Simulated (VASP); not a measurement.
# C (Im-3m) in VASP: further runs, part 2 of 2

VASP 6.6.1. The steps go on from the part before.

## Step 3: Single point, PBEsol (volume scaled by 0.7)

The input, INCAR:

```
  ALGO = Normal
  EDIFF = 1E-6
  ENCUT = 520
  GGA = PS
  ISIF = 2
  ISMEAR = -1
  LASPH = True
  LCHARG = False
  LREAL = False
  LWAVE = False
  NBANDS = 8
  NELM = 80
  PREC = Accurate
  SIGMA = 0.08
```

The input, KPOINTS:

```
k-points
0
Gamma
  22 22 22
```

The input, POSCAR:

```
C
1.0
   -1.0397399758      1.0397399758      1.0397399758
    1.0397399758     -1.0397399758      1.0397399758
    1.0397399758      1.0397399758     -1.0397399758
C
1
Direct
    0.0000000000      0.0000000000      0.0000000000
```

Potentials or basis: VASP PAW PBE potentials, release 64 (C).

Started as:

```
cat potpaw_PBE.64/C/POTCAR > POTCAR
mpirun -np 1 vasp_std > vasp.out
```

OUTCAR:

```text
EDIFF = 1E-6
   ENCUT = 520
   GGA = PS
   ISIF = 2
   ISMEAR = -1
   LASPH = True
   LREAL = False
   NELM = 80
   PREC = Accurate

 ion  position               nearest neighbor table
   1  0.000  0.000  0.000-

  LATTYP: Found a body centered cubic cell.
 ALAT       =     2.0794799516

  Lattice vectors:

 A1 = (  -1.0397399758,   1.0397399758,   1.0397399758)
 A2 = (   1.0397399758,  -1.0397399758,   1.0397399758)
 A3 = (   1.0397399758,   1.0397399758,  -1.0397399758)

Analysis of symmetry for initial positions (statically):
=====================================================================
 Subroutine PRICEL returns:
 Original cell was already a primitive cell.

 Routine SETGRP: Setting up the symmetry group for a
 body centered cubic supercell.

 Subroutine GETGRP returns: Found 48 space group operations
 (whereof 48 operations were pure point group operations)
 out of a pool of 48 trial point group operations.

The static configuration has the point symmetry O_h .

Analysis of symmetry for dynamics (positions and initial velocities):
=====================================================================
 Subroutine PRICEL returns:
 Original cell was already a primitive cell.

 Routine SETGRP: Setting up the symmetry group for a
 body centered cubic supercell.

 Subroutine GETGRP returns: Found 48 space group operations
 (whereof 48 operations were pure point group operations)
 out of a pool of 48 trial point group operations.

The dynamic configuration has the point symmetry O_h .

 Subroutine INISYM returns: Found 48 space group operations
 (whereof 48 operations are pure point group operations),
 and found     1 'primitive' translations

----------------------------------------------------------------------------------------

[... 109 lines left out ...]
     AMIX     =   0.40;   BMIX     =  1.00
     AMIX_MAG =   1.60;   BMIX_MAG =  1.00
  volume/ion in A,a.u.               =       4.50        30.34
  Fermi-wavevector in a.u.,A,eV,Ry     =   1.574527  2.975424 33.730680  2.479135
  Thomas-Fermi vector in A             =   2.675648
   LORBIT       =      0    0 simple, 1 ext, 2 COOP (PROOUT), +10 PAW based schemes
   GGA     = PS    functional components
   LHFCALC =     F    Hartree Fock is set to
   AEXX    =    0.0000 exact exchange contribution
   IVDW    =     0    specifies the selected vdW correction
   LEPSILON=     F    determine dielectric tensor
   LRPA    =     F    only Hartree local field effects (RPA)
 non-spin polarized calculation
  energy-cutoff  :      520.00
  volume of cell :        4.50
 maximum number of plane-waves:       135
 NGX is ok and might be reduce to    14
   NGX =  7   NGY =  7   NGZ =  7

 number of electron       4.0000000 magnetization

 Free energy of the ion-electron system (eV)
  ---------------------------------------------------
  ext. energy  EPLUGINS =         0.00000000
  ---------------------------------------------------
  free energy    TOTEN  =        -4.72790008 eV

  energy without entropy =       -4.72225538  energy(sigma->0) =       -4.72507773

 E-fermi :  14.9852     XC(G=0): -15.1837

 val. band max:       14.9175147163   @ k =   0.3182   0.0000   0.0000
 cond. band min:      14.9899504194   @ k =  -0.3182   0.3182   0.0455
 fundamental gap:      0.0724357031
 Fermi energy:        14.9852237975

 k-point     1 :       0.0000    0.0000    0.0000
  band No.  band energies     occupation
      1     -10.9556      2.00000
      2      28.3732      0.00000
      3      28.3732      0.00000
      4      28.3732      0.00000
      5      55.2537      0.00000
      6      55.2537      0.00000
      7      55.2537      0.00000
      8      60.2969      0.00000
[... 243 lines left out ...]
 k-point    24 :       0.1364    0.0909   -0.0000
  band No.  band energies     occupation
      1      -8.7201      2.00000
      2      23.1985      0.00000
      3      24.8070      0.00000
      4      26.9743      0.00000
      5      46.3264      0.00000
      6      47.6494      0.00000
      7      56.2439      0.00000
      8      61.4928      0.00000

 [... further k-points ...]

------------------------ aborting loop because EDIFF is reached ----------------------------------------

  FORCE on cell =-STRESS in cart. coord.  units (eV):
  Direction    XX          YY          ZZ          XY          YZ          ZX
  --------------------------------------------------------------------------------------
  -------------------------------------------------------------------------------------
  Total        4.3733968      4.3733968      4.3733968     -0.0000000      0.0000000      0.0000000
  in kB     1558.4585384   1558.4585384   1558.4585384     -0.0000000      0.0000000      0.0000000
  external PRESSURE =    1558.4585384 kB  Pullay stress =       0.0000000 kB

 VOLUME and BASIS-vectors are now :
 -----------------------------------------------------------------------------
  energy-cutoff  :      520.00
  volume of cell :        4.50
      direct lattice vectors                 reciprocal lattice vectors
    -1.039739976  1.039739976  1.039739976     0.000000000  0.480889464  0.480889464
     1.039739976 -1.039739976  1.039739976     0.480889464  0.000000000  0.480889464
     1.039739976  1.039739976 -1.039739976     0.480889464  0.480889464  0.000000000

 POSITION                                       TOTAL-FORCE (eV/Angst)
 -----------------------------------------------------------------------------------
      0.00000      0.00000      0.00000         0.000000      0.000000      0.000000
 -----------------------------------------------------------------------------------
    total drift:                               -0.000000     -0.000000     -0.000000

  FREE ENERGIE OF THE ION-ELECTRON SYSTEM (eV)
  ---------------------------------------------------
  free  energy   TOTEN  =        -4.7279000842 eV

  energy  without entropy=       -4.7222553805  energy(sigma->0) =       -4.72507773
```

OSZICAR:

```text
N       E                     dE             d eps       ncg     rms          rms(c)
DAV:   1    -0.357425925404E+01   -0.35743E+01   -0.28338E+03  6144   0.520E+02
DAV:   2    -0.473010236543E+01   -0.11558E+01   -0.11026E+01  6880   0.272E+01
DAV:   3    -0.473164288397E+01   -0.15405E-02   -0.15404E-02  6120   0.983E-01
DAV:   4    -0.473164298144E+01   -0.97468E-07   -0.96375E-07  7320   0.702E-03
DAV:   5    -0.473164298056E+01    0.88400E-09   -0.36921E-11  6136   0.252E-05    0.211E+00
DAV:   6    -0.472882359160E+01    0.28194E-02   -0.18177E-03  5656   0.309E-01    0.128E+00
DAV:   7    -0.472791394584E+01    0.90965E-03   -0.28589E-03  5768   0.398E-01    0.597E-02
DAV:   8    -0.472790027148E+01    0.13674E-04   -0.28299E-05  5792   0.372E-02    0.590E-03
DAV:   9    -0.472790008415E+01    0.18732E-06   -0.67327E-07  5312   0.636E-03
   1 F= -.47279001E+01 E0= -.47250777E+01  d E =-.564470E-02
```

stdout:

```text
POSCAR found type information on POSCAR C
 POSCAR found :  1 types and       1 ions
 scaLAPACK will be used
 -----------------------------------------------------------------------------
|                                                                             |
|                                                                             |
|     You enforced a specific xc type in the INCAR file but a different       |
|     I HOPE YOU KNOW WHAT YOU ARE DOING!                                     |
|                                                                             |
 -----------------------------------------------------------------------------

 LDA part: xc-table for (Slater+PW92), standard interpolation
 POSCAR, INCAR and KPOINTS ok, starting setup
 FFT: planning ... GRIDC
 FFT: planning ... GRID_SOFT
 FFT: planning ... GRID
 WAVECAR not read
 entering main loop
```

Wall time 4.2 s (1 thread of Intel Xeon Platinum 8375C at 2.90GHz (Ice Lake), shared host); peak memory 0.11 GiB.

What came out:

```yaml
Free_energy: -4.7279 eV
Pressure: 155.8 GPa
Band_gap_on_the_k_mesh: zero (band 2 reaches 28.37 eV, above the bottom of band 3 at 10.21 eV)
```

Caveat: the PAW data sets were made with another functional, which shifts forces and pressure a little.

## Step 4: Single point, PBEsol (volume scaled by 0.7)

The input, INCAR:

```
SYSTEM = C
PREC = Accurate
ENCUT = 520
EDIFF = 1E-6
ISMEAR = -1
SIGMA = 0.08
LREAL = .FALSE.
LASPH = .TRUE.
NELM = 100
ALGO = Normal
ISIF = 2
LWAVE = .FALSE.
LCHARG = .FALSE.
GGA = PS
NBANDS = 8
```

The input, KPOINTS:

```
Automatic mesh
0
G
  22 22 22
  0 0 0
```

POSCAR is that of step 3.

Started as:

```
cat potpaw_PBE.64/C/POTCAR > POTCAR
mpirun -np 1 vasp_std > vasp.out
```

Wall time 4.3 s (1 thread of Intel Xeon Platinum 8375C at 2.90GHz (Ice Lake), shared host); peak memory 0.11 GiB.

The run converged. Its results:

```
Free energy            : -4.7279 eV
Pressure               : 155.8 GPa
Band gap on the k mesh : zero (band 2 reaches 28.37 eV, above the bottom of band 3 at 10.21 eV)
```

Levels at points of the mesh, in eV from the Fermi level:
| k point | band 1 | band 2 | band 3 | band 4 | band 5 |
| --- | --- | --- | --- | --- | --- |
| (0.00, 0.00, 0.00) | -25.94 | 13.39 | 13.39 | 13.39 | 40.27 |
| (0.50, 0.00, 0.00) | -13.51 | -9.72 | 6.20 | 10.80 | 26.29 |
| (0.50, 0.50, 0.50) | -2.82 | -2.82 | -2.82 | 6.36 | 11.82 |

Caveat: the PAW data sets were made with another functional, which shifts forces and pressure a little.

## Step 5: Single point, PBEsol (volume scaled by 0.8)

The input, INCAR:

```
SYSTEM = C
  ALGO = Normal
  EDIFF = 1E-6
  ENCUT = 520
  GGA = PS
  ISIF = 2
  ISMEAR = -1
  LASPH = .True.
  LCHARG = .True.
  LELF = .True.
  LREAL = .False.
  LVHAR = .True.
  LWAVE = .False.
  NBANDS = 8
  NELM = 100
  PREC = Accurate
  SIGMA = 0.08
```

The input, KPOINTS:

```
k-points
0
Gamma
  22 22 22
  0 0 0
```

The input, POSCAR:

```
C
1.0
   -1.0870646944      1.0870646944      1.0870646944
    1.0870646944     -1.0870646944      1.0870646944
    1.0870646944      1.0870646944     -1.0870646944
C
1
Direct
    0.0000000000      0.0000000000      0.0000000000
```

Started as:

```
cat potpaw_PBE.64/C/POTCAR > POTCAR
mpirun -np 1 vasp_std > vasp.out
```

It took 4.5 s on 1 thread of Intel Xeon Platinum 8375C at 2.90GHz (Ice Lake), shared host; peak memory 0.11 GiB.

The run converged. Its results:

| Quantity | Value |
| --- | --- |
| Free energy | -5.1780 eV |
| Pressure | 75.5 GPa |
| Band gap on the k mesh | zero (band 2 reaches 24.37 eV, above the bottom of band 3 at 7.46 eV) |

Levels at points of the mesh, in eV from the Fermi level:
```
           k point  band 1  band 2  band 3  band 4  band 5
(0.00, 0.00, 0.00)  -23.58   11.82   11.82   11.82   37.71
(0.50, 0.00, 0.00)  -11.76   -9.23    5.59    9.70   25.04
(0.50, 0.50, 0.50)   -2.31   -2.31   -2.31    4.20   11.88
```

Caveat: the PAW data sets were made with another functional, which shifts forces and pressure a little.

## Step 6: Single point, PBEsol (volume scaled by 0.8)

The input, INCAR:

```
PREC = Accurate ; ENCUT = 520
EDIFF = 1E-6 ; ISMEAR = -1
SIGMA = 0.08 ; LREAL = F
LASPH = T ; NELM = 60
ALGO = Normal ; ISIF = 2
LWAVE = F ; LCHARG = T
GGA = PS ; LELF = T
LVHAR = T ; NBANDS = 8
```

The input, KPOINTS:

```
regular mesh
0
Gamma
  22 22 22
```

POSCAR is that of step 5.

Potentials or basis: VASP PAW PBE potentials, release 64 (C).

Started as:

```
cat potpaw_PBE.64/C/POTCAR > POTCAR
mpirun -np 1 vasp_std > vasp.out
```

Wall time 4.5 s (1 thread of Intel Xeon Platinum 8375C at 2.90GHz (Ice Lake), shared host); peak memory 0.11 GiB.

It converged, with:

| Property | Result |
| --- | --- |
| Free energy | -5.1780 eV |
| Pressure | 75.5 GPa |
| Band gap on the k mesh | zero (band 2 reaches 24.37 eV, above the bottom of band 3 at 7.46 eV) |

Levels at points of the mesh, in eV from the Fermi level:
| k point | band 1 | band 2 | band 3 | band 4 | band 5 |
| --- | --- | --- | --- | --- | --- |
| (0.00, 0.00, 0.00) | -23.58 | 11.82 | 11.82 | 11.82 | 37.71 |
| (0.50, 0.00, 0.00) | -11.76 | -9.23 | 5.59 | 9.70 | 25.04 |
| (0.50, 0.50, 0.50) | -2.31 | -2.31 | -2.31 | 4.20 | 11.88 |

Caveat: the PAW data sets were made with another functional, which shifts forces and pressure a little.

## Step 7: Overview

```tsv
cell	gap on the mesh (eV)	pressure (GPa)
a = 1.711 Å, angles 109.5°, 1 atom	none	297.6
a = 1.801 Å, angles 109.5°, 1 atom	none	155.8
a = 1.883 Å, angles 109.5°, 1 atom	none	75.5
```

Alike in all rows: task single point; level PBEsol; potentials or basis VASP PAW PBE potentials, release 64 (C); no spin polarisation; k mesh 22 × 22 × 22; cutoff (eV) 520; smearing fermi-dirac 0.08 eV.

Caveats: the PAW data sets were made with another functional, which shifts forces and pressure a little.

Absolute energies hang on the potentials; compare differences alone.
